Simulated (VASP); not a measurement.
# InSe (P-6m2) in VASP: further runs, part 2 of 2

VASP 6.6.1. The steps go on from the part before.

**3. Single point, r2SCAN+rVV10**

This run uses another cell than the first one, of 29.46 Å³/atom.

The input, POSCAR:

```
InSe
1.0
    4.0203956407      0.0000000000      0.0000000000
   -2.0101978204      3.4817647581      0.0000000000
    0.0000000000      0.0000000000     16.8352962886
In Se
4 4
Direct
    0.0000000000      0.0000000000      0.5827254373
    0.0000000000      0.0000000000      0.4172745627
    0.3333333333      0.6666666667      0.9172742579
    0.3333333333      0.6666666667      0.0827257421
    0.6666666667      0.3333333333      0.8420143401
    0.6666666667      0.3333333333      0.1579856599
    0.3333333333      0.6666666667      0.6579484744
    0.3333333333      0.6666666667      0.3420515256
```

The input, INCAR.step1:

```
SYSTEM = InSe
  PREC = Accurate
  ENCUT = 520
  ISMEAR = -1
  SIGMA = 0.02
  LREAL = .False.
  LASPH = .True.
  NELM = 80
  NBANDS = 48
  GGA = PE
  ALGO = Normal
  EDIFF = 1E-4
  LWAVE = .True.
  LCHARG = .False.
```

The input, INCAR.step2:

```
SYSTEM = InSe
  PREC = Accurate
  ENCUT = 520
  EDIFF = 1E-6
  ISMEAR = -1
  SIGMA = 0.02
  LREAL = .False.
  LASPH = .True.
  NELM = 80
  ALGO = Normal
  ISIF = 2
  LWAVE = .False.
  LCHARG = .False.
  METAGGA = R2SCAN
  LMIXTAU = .True.
  LUSE_VDW = .True.
  IVDW_NL = 2
  BPARAM = 11.95
  CPARAM = 0.0093
  NBANDS = 48
  ISTART = 1
```

The input, KPOINTS:

```
regular mesh
0
Gamma
  6 6 2
  0 0 0
```

Potentials or basis: VASP PAW PBE potentials, release 64 (In_d, Se).

On the command line:

```console
$ cat potpaw_PBE.64/In_d/POTCAR potpaw_PBE.64/Se/POTCAR > POTCAR
$ cp INCAR.step1 INCAR
$ mpirun -np 1 vasp_std > vasp.out
$ cp INCAR.step2 INCAR
$ mpirun -np 1 vasp_std > vasp.out
```

Run time: 9.3 min. Hardware: 1 thread of AMD EPYC 9R45 (Zen 5), shared host; peak memory 0.8 GiB.

The run converged. Its results:

- Free energy: -150.7247 eV
- Pressure: 0.1 GPa
- Largest force: 0.024 eV/Å
- Band gap on the k mesh: 0.79 eV

Forces on the atoms (eV/Å):
```
In   0.000  0.000 -0.015
In   0.000  0.000  0.015
In   0.000  0.000  0.015
In   0.000  0.000 -0.015
Se   0.000  0.000 -0.024
Se   0.000  0.000  0.024
Se   0.000  0.000  0.023
Se   0.000  0.000 -0.023
```

Levels at points of the mesh, in eV from the valence-band top:
```tsv
k point	band 34	band 35	band 36	band 37	band 38	band 39	band 40	band 41	band 42	band 43
(0.00, 0.00, 0.00)	-1.31	-1.31	-1.23	-1.23	0.00	0.79	1.97	2.48	2.53	4.54
(0.50, 0.00, 0.00)	-2.35	-2.27	-2.15	-1.87	-1.62	1.56	1.69	1.96	2.11	3.72
(0.00, 0.00, 0.50)	-1.26	-1.26	-1.26	-0.85	-0.83	1.47	1.53	2.51	2.53	4.58
(0.50, 0.00, 0.50)	-2.45	-2.22	-2.22	-1.74	-1.60	1.47	1.54	2.03	2.32	3.59
```

Caveat: the PAW data sets were made with another functional, which shifts forces and pressure a little; spin-orbit coupling is left out, which moves the levels of the heavy elements.

**4. Single point, PBE**

This run uses another cell than the first one, of 29.46 Å³/atom.

The input, INCAR:

```
ALGO     = Normal         # electronic algorithm
EDIFF    = 1E-6           # SCF threshold, eV
ENCUT    = 520            # plane-wave cutoff, eV
GGA      = PE             # functional
ISIF     = 2              # what is computed and relaxed
ISMEAR   = -1             # smearing method
LASPH    = T              # aspherical terms in the spheres
LCHARG   = F              # write CHGCAR
LREAL    = F              # projectors in reciprocal space
LWAVE    = F              # write WAVECAR
NBANDS   = 48             # bands
NELM     = 80             # most SCF steps
PREC     = Accurate       # precision mode
SIGMA    = 0.02           # smearing width, eV
```

The input, KPOINTS:

```
k-points
0
Gamma
  12 12 2
```

POSCAR is that of step 3.

Potentials or basis: VASP PAW PBE potentials, release 64 (In_d, Se).

On the command line:

```console
$ cat potpaw_PBE.64/In_d/POTCAR potpaw_PBE.64/Se/POTCAR > POTCAR
$ mpirun -np 1 vasp_std > vasp.out
```

OUTCAR:

```text
EDIFF = 1E-6
   ENCUT = 520
   GGA = PE
   ISIF = 2
   ISMEAR = -1
   LASPH = T
   LREAL = F
   NELM = 80
   PREC = Accurate

 ion  position               nearest neighbor table
   1  0.000  0.000  0.583-   7 2.64   7 2.64   7 2.64   2 2.79
   2  0.000  0.000  0.417-   8 2.64   8 2.64   8 2.64   1 2.79
   3  0.333  0.667  0.917-   5 2.64   5 2.64   5 2.64   4 2.79
   4  0.333  0.667  0.083-   6 2.64   6 2.64   6 2.64   3 2.79
[... 1439 lines left out ...]
  -------------------------------------------------------------------------------------
  Total        3.6725655      3.6725655      3.5108598     -0.0000000     -0.0000000      0.0000000
  in kB       24.9684252     24.9684252     23.8690472     -0.0000000     -0.0000000      0.0000000
  external PRESSURE =      24.6019659 kB  Pullay stress =       0.0000000 kB

 VOLUME and BASIS-vectors are now :
 -----------------------------------------------------------------------------
  energy-cutoff  :      520.00
  volume of cell :      235.66
      direct lattice vectors                 reciprocal lattice vectors
     4.020395641  0.000000000  0.000000000     0.248731739  0.143605337  0.000000000
    -2.010197820  3.481764758  0.000000000     0.000000000  0.287210673  0.000000000
     0.000000000  0.000000000 16.835296289     0.000000000  0.000000000  0.059399014

 POSITION                                       TOTAL-FORCE (eV/Angst)
 -----------------------------------------------------------------------------------
      0.00000      0.00000      9.81036         0.000000     -0.000000     -0.127894
      0.00000      0.00000      7.02494        -0.000000     -0.000000      0.127894
     -0.00000      2.32118     15.44258         0.000000     -0.000000      0.128041
     -0.00000      2.32118      1.39271        -0.000000      0.000000     -0.128041
      2.01020      1.16059     14.17556         0.000000     -0.000000     -0.210439
      2.01020      1.16059      2.65974         0.000000     -0.000000      0.210439
     -0.00000      2.32118     11.07676         0.000000     -0.000000      0.210714
     -0.00000      2.32118      5.75854        -0.000000     -0.000000     -0.210714
 -----------------------------------------------------------------------------------
    total drift:                               -0.000000      0.000000     -0.000000

  FREE ENERGIE OF THE ION-ELECTRON SYSTEM (eV)
  ---------------------------------------------------
  free  energy   TOTEN  =       -28.3110607267 eV

  energy  without entropy=      -28.3110605065  energy(sigma->0) =      -28.31106062
```

stdout:

```text
POSCAR found type information on POSCAR InSe
 POSCAR found :  2 types and       8 ions
 scaLAPACK will be used
 LDA part: xc-table for (Slater+PW92), standard interpolation
 POSCAR, INCAR and KPOINTS ok, starting setup
 FFT: planning ... GRIDC
 FFT: planning ... GRID_SOFT
 FFT: planning ... GRID
 WAVECAR not read
 entering main loop
```

Run time: 3.7 min. Hardware: 1 thread of AMD EPYC 9R45 (Zen 5), shared host; peak memory 0.5 GiB.

Results:

```yaml
Free_energy: -28.3111 eV
Pressure: 2.5 GPa
Largest_force: 0.211 eV/Å
Band_gap_on_the_k_mesh: 0.39 eV
```

Forces on the atoms (eV/Å):
```
In   0.000  0.000 -0.128
In   0.000  0.000  0.128
In   0.000  0.000  0.128
In   0.000  0.000 -0.128
Se   0.000  0.000 -0.210
Se   0.000  0.000  0.210
Se   0.000  0.000  0.211
Se   0.000  0.000 -0.211
```

Caveat: spin-orbit coupling is left out, which moves the levels of the heavy elements; this functional lacks dispersion, which binds layers or chains, so the pressure and a relaxed spacing across them are unreliable.

**5. Overview**

```tsv
level	cell	k mesh	gap on the mesh (eV)	pressure (GPa)	largest force (eV/Å)
PBE+D3(BJ)	a = 4.038, b = 4.038, c = 16.612 Å, angles 90.0, 90.0, 120.0°, 8 atoms, atomic positions A	6 × 6 × 2	0.27	0.0	0.01
r2SCAN+rVV10	a = 4.020, b = 4.020, c = 16.835 Å, angles 90.0, 90.0, 120.0°, 8 atoms, atomic positions B	6 × 6 × 2	0.79	0.1	0.02
PBE	a = 4.020, b = 4.020, c = 16.835 Å, angles 90.0, 90.0, 120.0°, 8 atoms, atomic positions B	12 × 12 × 2	0.39	2.5	0.21
```

Alike in all rows: task single point; potentials or basis VASP PAW PBE potentials, release 64 (In_d, Se); no spin polarisation; cutoff (eV) 520; smearing fermi-dirac 0.02 eV.

Caveats: spin-orbit coupling is left out, which moves the levels of the heavy elements; the PAW data sets were made with another functional, which shifts forces and pressure a little (at least some runs); this functional lacks dispersion, which binds layers or chains, so the pressure and a relaxed spacing across them are unreliable (at least some runs).

Absolute energies hang on the potentials; compare differences alone.
